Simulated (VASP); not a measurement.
## Te2Mo: single point with PBE

Crystal: Te2Mo.

```
Mo Te
1.0
     3.51945    0.00000    0.00000
    -1.75973    3.04794    0.00000
     0.00000    0.00000    7.21445
Mo Te
1 2
Cartesian
  0.0000 0.0000 0.0000
  0.0000 2.0320 1.8283
  1.7597 1.0160 5.3862
```

```json
{
  "Program": "VASP 6.6.1",
  "Task": "single point",
  "Functional": "PBE",
  "Potentials or basis": "VASP PAW PBE potentials, release 64 (Mo_sv, Te)",
  "Cutoff": "520 eV",
  "k mesh": "6 × 6 × 4",
  "Occupations": "fermi-dirac, width 0.02 eV",
  "Spin": "no spin polarisation",
  "Dipole correction": "no",
  "Further INCAR settings": "ALGO = Normal; EDIFF = 1e-06; NBANDS = 20"
}
```

```json
{
  "Pressure": "1.9 GPa",
  "Largest force": "0.255 eV/Å",
  "Band gap on the k mesh": "zero (band 13 reaches 8.71 eV, above the bottom of band 14 at 8.20 eV)"
}
```

Forces in eV/Å, atoms in the order of the input:
```
Mo   0.000  0.000  0.000
Te   0.000  0.000  0.255
Te   0.000  0.000 -0.255
```

Stress tensor (GPa, compression positive):
```
1.19 0.00 0.00
0.00 1.19 0.00
0.00 0.00 3.35
```

Levels at points of the mesh, in eV from the Fermi level:
| k point | band 9 | band 10 | band 11 | band 12 | band 13 | band 14 | band 15 | band 16 | band 17 | band 18 |
| --- | --- | --- | --- | --- | --- | --- | --- | --- | --- | --- |
| (0.00, 0.00, 0.00) | -2.73 | -1.73 | -1.51 | -0.96 | -0.96 | 1.22 | 1.22 | 3.31 | 3.31 | 5.09 |
| (0.50, 0.00, 0.00) | -3.96 | -3.07 | -3.05 | -1.81 | -1.01 | 0.47 | 0.77 | 2.21 | 3.07 | 4.59 |
| (0.00, 0.00, 0.50) | -2.72 | -2.72 | -0.96 | -0.96 | -0.77 | 1.09 | 1.09 | 3.53 | 3.53 | 5.64 |
| (0.50, 0.00, 0.50) | -4.10 | -3.14 | -2.21 | -2.05 | -0.76 | 0.47 | 0.96 | 2.60 | 3.14 | 3.42 |

Wall time 53 s on 1 thread of Intel Xeon 6975P-C, with other jobs on the host, peak memory 0.21 GiB.

Caveat: spin-orbit coupling is left out, which moves the levels of the heavy elements; this functional lacks dispersion, which binds the layers, so the pressure and a relaxed spacing across them are unreliable.
